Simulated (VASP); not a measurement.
# BaTiO3 (P4mm) in VASP: notebook, part 2 of 2

VASP 6.6.1. Earlier steps stand in the parts before.

**4. Single point, r2SCAN**

This run uses another cell than the first one, of 12.59 Å³/atom.

Input file POSCAR:

```
BaTiO3
1.0
    3.9727519242      0.0000000000      0.0000000000
    0.0000000000      3.9727519242      0.0000000000
    0.0000000000      0.0000000000      3.9880681760
Ba Ti O
1 1 3
Direct
    0.5000000000      0.5000000000      0.5785671803
    0.0000000000      0.0000000000      0.0918967475
    0.0000000000      0.5000000000      0.0659806876
    0.5000000000      0.0000000000      0.0659806876
    0.0000000000      0.0000000000      0.5575716869
```

Input file INCAR.step1:

```
ALGO = Normal
EDIFF = 1E-4
ENCUT = 520
GGA = PE
ISMEAR = 0
LASPH = T
LCHARG = F
LREAL = F
LWAVE = T
NBANDS = 28
NELM = 80
PREC = Accurate
SIGMA = 0.02
```

Input file INCAR.step2:

```
ALGO = Normal
EDIFF = 1E-7
ENCUT = 520
ISIF = 2
ISMEAR = 0
ISTART = 1
LASPH = T
LCHARG = F
LMIXTAU = T
LREAL = F
LWAVE = F
METAGGA = R2SCAN
NBANDS = 28
NELM = 80
PREC = Accurate
SIGMA = 0.02
```

Input file KPOINTS:

```
k-points
0
Gamma
  8 8 8
```

The run is started by

```console
> cat potpaw_PBE.64/Ba_sv/POTCAR potpaw_PBE.64/Ti_sv/POTCAR potpaw_PBE.64/O/POTCAR > POTCAR
> cp INCAR.step1 INCAR
> mpirun -np 1 vasp_std > vasp.out
> cp INCAR.step2 INCAR
> mpirun -np 1 vasp_std > vasp.out
```

Wall time 11 min (1 thread of Intel Xeon 8259CL, shared host); peak memory 0.27 GiB.

It converged, with:

```yaml
Free_energy: -74.2182 eV
Pressure: 5.6 GPa
Largest_force: 0.114 eV/Å
Band_gap_on_the_k_mesh: 2.22 eV (least direct gap 2.53 eV)
```

Forces in eV/Å, atoms in the order of the input:
```
Ba   0.000  0.000 -0.021
Ti   0.000  0.000 -0.113
O    0.000  0.000  0.010
O    0.000  0.000  0.010
O    0.000  0.000  0.114
```

Stress tensor (GPa, compression positive):
```
4.94 0.00 0.00
0.00 4.94 0.00
0.00 0.00 6.92
```

Levels at points of the mesh, in eV from the valence-band top:
```
           k point  band 18  band 19  band 20  band 21  band 22  band 23
(0.00, 0.00, 0.00)    -0.34    -0.30    -0.30     2.22     2.46     2.46
(0.50, 0.00, 0.00)    -1.72    -1.02    -0.92     2.60     3.98     4.02
(0.50, 0.50, 0.00)    -1.03    -1.03    -0.09     4.04     4.04     4.45
(0.00, 0.00, 0.50)    -1.97    -0.75    -0.75     2.38     4.06     4.06
(0.50, 0.00, 0.50)    -0.91    -0.90    -0.20     4.00     4.07     4.45
(0.50, 0.50, 0.50)    -0.11    -0.11     0.00     4.70     4.71     4.71
```

Caveat: the cell stands under pressure; the PAW data sets were made with another functional, which shifts forces and pressure a little; spin-orbit coupling is left out, which moves the levels of the heavy elements. A k mesh can miss the band edges.

**5. Single point, r2SCAN (strain along c alone, the other axes held: -1.5 %, then relaxed in part)**

Input file POSCAR:

```
BaTiO3
1.0
    3.9727519242      0.0000000000      0.0000000000
    0.0000000000      3.9727519242      0.0000000000
    0.0000000000      0.0000000000      4.0497393334
Ba Ti O
1 1 3
Direct
    0.5000000000      0.5000000000      0.5817729217
    0.0000000000      0.0000000000      0.0982056794
    0.0000000000      0.5000000000      0.0642068280
    0.5000000000      0.0000000000      0.0642068280
    0.0000000000      0.0000000000      0.5516047329
```

Input file INCAR.step1:

```
SYSTEM = BaTiO3
  ALGO = Normal
  EDIFF = 1E-4
  ENCUT = 520
  GGA = PE
  ISMEAR = 0
  LASPH = .TRUE.
  LCHARG = .FALSE.
  LREAL = .FALSE.
  LWAVE = .TRUE.
  NBANDS = 28
  NELM = 60
  PREC = Accurate
  SIGMA = 0.02
```

Input file INCAR.step2:

```
SYSTEM = BaTiO3
  ALGO = Normal
  EDIFF = 1E-6
  ENCUT = 520
  ISIF = 2
  ISMEAR = 0
  ISTART = 1
  LASPH = .TRUE.
  LCHARG = .FALSE.
  LMIXTAU = .TRUE.
  LREAL = .FALSE.
  LWAVE = .FALSE.
  METAGGA = R2SCAN
  NBANDS = 28
  NELM = 60
  PREC = Accurate
  SIGMA = 0.02
```

Input file KPOINTS:

```
k-points
0
G
  8 8 8
  0 0 0
```

Potentials or basis: VASP PAW PBE potentials, release 64 (Ba_sv, Ti_sv, O).

The run is started by

```console
> cat potpaw_PBE.64/Ba_sv/POTCAR potpaw_PBE.64/Ti_sv/POTCAR potpaw_PBE.64/O/POTCAR > POTCAR
> cp INCAR.step1 INCAR
> mpirun -np 1 vasp_std > vasp.out
> cp INCAR.step2 INCAR
> mpirun -np 1 vasp_std > vasp.out
```

OUTCAR:

```text
SYSTEM = BaTiO3
   EDIFF = 1E-6
   ENCUT = 520
   ISIF = 2
   ISMEAR = 0
   ISTART = 1
   LASPH = .TRUE.
   LREAL = .FALSE.
   METAGGA = R2SCAN
   NELM = 60
   PREC = Accurate

 ion  position               nearest neighbor table
   1  0.500  0.500  0.582-   3 2.79   4 2.79   4 2.79   3 2.79   5 2.81   5 2.81   5 2.81   5 2.81
                             3 2.89   4 2.89   3 2.89   4 2.89   2 3.42   2 3.42   2 3.42   2 3.42
   2  0.000  0.000  0.098-   5 1.84   4 1.99   3 1.99   3 1.99   4 1.99   5 2.21   1 3.42   1 3.42
                             1 3.42   1 3.42   1 3.50   1 3.50   1 3.50   1 3.50
   3  0.000  0.500  0.064-   2 1.99   2 1.99   1 2.79   1 2.79   1 2.89   1 2.89
   4  0.500  0.000  0.064-   2 1.99   2 1.99   1 2.79   1 2.79   1 2.89   1 2.89
   5  0.000  0.000  0.552-   2 1.84   2 2.21   1 2.81   1 2.81   1 2.81   1 2.81

  LATTYP: Found a simple tetragonal cell.
 ALAT       =     3.9727519242
 C/A-ratio  =     1.0193788615

  Lattice vectors:

 A1 = (   3.9727519242,   0.0000000000,   0.0000000000)
 A2 = (   0.0000000000,   3.9727519242,   0.0000000000)
 A3 = (   0.0000000000,   0.0000000000,   4.0497393334)
[... 176 lines left out ...]
  ext. energy  EPLUGINS =         0.00000000
  ---------------------------------------------------
  free energy    TOTEN  =       -74.24623452 eV

  energy without entropy =      -74.24623452  energy(sigma->0) =      -74.24623452

 E-fermi :   3.7558     XC(G=0): -11.9251

 val. band max:        3.6604715430   @ k =   0.5000   0.5000   0.5000
 cond. band min:       5.8762344595   @ k =   0.0000   0.0000   0.0000
 fundamental gap:      2.2157629165
 Fermi energy:         3.7558416829

 k-point     1 :       0.0000    0.0000    0.0000
  band No.  band energies     occupation
      1     -55.1047      2.00000
      2     -30.3496      2.00000
      3     -30.2660      2.00000
      4     -30.2660      2.00000
      5     -21.9403      2.00000
      6     -14.3120      2.00000
[... 733 lines left out ...]
     27      12.1816      0.00000
     28      13.0408      0.00000

 [... further k-points ...]
[... 5 lines left out ...]
  --------------------------------------------------------------------------------------
  -------------------------------------------------------------------------------------
  Total        1.3227382      1.3227382      1.6837398      0.0000000     -0.0000000      0.0000000
  in kB       33.1569449     33.1569449     42.2061363      0.0000000     -0.0000000      0.0000000
  external PRESSURE =      36.1733420 kB  Pullay stress =       0.0000000 kB

 VOLUME and BASIS-vectors are now :
 -----------------------------------------------------------------------------
  energy-cutoff  :      520.00
  volume of cell :       63.92
      direct lattice vectors                 reciprocal lattice vectors
     3.972751924  0.000000000  0.000000000     0.251714685  0.000000000  0.000000000
     0.000000000  3.972751924  0.000000000     0.000000000  0.251714685  0.000000000
     0.000000000  0.000000000  4.049739333     0.000000000  0.000000000  0.246929473

 POSITION                                       TOTAL-FORCE (eV/Angst)
 -----------------------------------------------------------------------------------
      1.98638      1.98638      2.35603        -0.000000     -0.000000     -0.025061
      0.00000      0.00000      0.39771        -0.000000      0.000000     -0.151636
      0.00000      1.98638      0.26002        -0.000000      0.000000      0.019254
      1.98638      0.00000      0.26002        -0.000000      0.000000      0.019254
      0.00000      0.00000      2.23386         0.000000      0.000000      0.138189
 -----------------------------------------------------------------------------------
    total drift:                                0.000000     -0.000000     -0.010831

  FREE ENERGIE OF THE ION-ELECTRON SYSTEM (eV)
  ---------------------------------------------------
  free  energy   TOTEN  =       -74.2462345203 eV

  energy  without entropy=      -74.2462345203  energy(sigma->0) =      -74.24623452
```

Wall time 11 min (1 thread of Intel Xeon 8259CL, shared host); peak memory 0.27 GiB.

What came out:

| Property | Result |
| --- | --- |
| Free energy | -74.2462 eV |
| Pressure | 3.6 GPa |
| Largest force | 0.152 eV/Å |
| Band gap on the k mesh | 2.22 eV (least direct gap 2.63 eV) |

Forces in eV/Å, atoms in the order of the input:
```
Ba   0.000  0.000 -0.025
Ti   0.000  0.000 -0.152
O    0.000  0.000  0.019
O    0.000  0.000  0.019
O    0.000  0.000  0.138
```

Caveat: the cell differs from its parent crystal (strain along c alone, the other axes held: -1.5 %, then relaxed in part); the cell stands under pressure; the PAW data sets were made with another functional, which shifts forces and pressure a little; spin-orbit coupling is left out, which moves the levels of the heavy elements. A k mesh can miss the band edges.

**6. Summary**

| cell | gap on the mesh (eV) | pressure (GPa) | largest force (eV/Å) |
| --- | --- | --- | --- |
| a = 3.973, b = 3.973, c = 3.926 Å, 5 atoms, atomic positions A | 2.23 | 8.0 | 0.07 |
| a = 3.973, b = 3.973, c = 3.988 Å, 5 atoms, atomic positions B | 2.22 | 5.6 | 0.11 |
| a = 3.973, b = 3.973, c = 4.050 Å, 5 atoms, atomic positions C | 2.22 | 3.6 | 0.15 |

Alike in all rows: task single point; level r2SCAN; potentials or basis VASP PAW PBE potentials, release 64 (Ba_sv, Ti_sv, O); no spin polarisation; k mesh 8 × 8 × 8; cutoff (eV) 520; smearing gaussian 0.02 eV.

Caveats: the cell stands under pressure; the PAW data sets were made with another functional, which shifts forces and pressure a little; spin-orbit coupling is left out, which moves the levels of the heavy elements.

Total energies depend on the potentials used, so only differences within one code and one set of settings carry meaning.
